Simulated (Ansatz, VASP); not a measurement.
## Cr in VASP and in Ansatz

```
Cr
1.0
    -1.39425    1.39425    1.39425
     1.39425   -1.39425    1.39425
     1.39425    1.39425   -1.39425
Cr
1
Direct
  0.00000 0.00000 0.00000
```

Alike in both runs: task single point; functional LDA; k mesh 16 × 16 × 16; occupations gaussian, width 1 eV; no spin polarisation.

|  | VASP | Ansatz |
| --- | --- | --- |
| version | VASP 6.6.1 | Ansatz 0.2.0 |
| potentials or method | VASP PAW LDA potentials, release 64 (Cr_pv), cutoff 500 eV | plane waves (420 eV) with PAW, scalar-relativistic |
| valence electrons in the cell | 12 | 14 |

|  | VASP | Ansatz | Ansatz less VASP |
| --- | --- | --- | --- |
| pressure (GPa) | 4.4 | 4.3 | -0.10 |

Ansatz warns that its potentials were made for another functional, while VASP's fit it. LDA's correlation is that of Perdew and Zunger in VASP and of Perdew and Wang (1992) in Ansatz. VASP's potentials hold 12 valence electrons a cell and Ansatz's 14, so a difference there can come from the potentials and not from the codes.
